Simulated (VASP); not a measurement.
A run of VASP 6.6.1 is set up as follows.

File INCAR:

```
PREC = Accurate ; ENCUT = 520
EDIFF = 1E-6 ; ISMEAR = -1
SIGMA = 0.08 ; LREAL = F
LASPH = T ; NELM = 80
ALGO = Normal ; ISIF = 2
LWAVE = F ; LCHARG = F
GGA = PE ; NBANDS = 16
```

Contents of KPOINTS:

```
Automatic mesh
0
Gamma
  12 12 12
```

The input POSCAR:

```
AgCl
1.0
    0.0000000000      2.7863765232      2.7863765232
    2.7863765232      0.0000000000      2.7863765232
    2.7863765232      2.7863765232      0.0000000000
Ag Cl
1 1
Direct
    0.0000000000      0.0000000000      0.0000000000
    0.5000000000      0.5000000000      0.5000000000
```

Potentials or basis: VASP PAW PBE potentials, release 64 (Ag, Cl).

Launch:

```console
$ cat potpaw_PBE.64/Ag/POTCAR potpaw_PBE.64/Cl/POTCAR > POTCAR
$ mpirun -np 1 vasp_std > vasp.out
```

Q: What does it give for the pressure?

A: 0.8 GPa.

Q: Predict the band gap on the k mesh.

A: 0.91 eV (least direct gap 3.03 eV).

A k mesh can miss the band edges.
